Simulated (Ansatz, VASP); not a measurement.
# Two plane-wave programs on Ge

```
Ge
1.0
     0.00000    2.60247    3.05507
     2.60247    0.00000    3.05507
     2.60247    2.60247    0.00000
Ge
2
Cartesian
  2.6025 2.6025 3.0551
  3.9037 3.9037 4.5826
```

Change from the starting cell: strain -0.080 along x and y, +0.080 along z, atoms carried along.

Alike in both runs: task single point; functional LDA; k mesh 14 × 14 × 14; occupations gaussian, width 0.15 eV; no spin polarisation.

```csv
,VASP,Ansatz
version,VASP 6.6.1,Ansatz 0.2.0
potentials or method,"VASP PAW LDA potentials, release 64 (Ge_d), cutoff 520 eV","scalar-relativistic, plane waves, PAW"
valence electrons in the cell,28,28
```

```csv
,VASP,Ansatz,Ansatz less VASP
gap on the k mesh at the Fermi level (eV),none,none,-
pressure (GPa),6.0,5.8,-0.16
"traceless stress, the component that is largest in VASP (GPa)",-9.88,-9.88,+0.001
```

LDA's correlation is that of Perdew and Zunger in VASP and of Perdew and Wang (1992) in Ansatz. A gap of «none» marks a metal or a gap that the smearing closes.
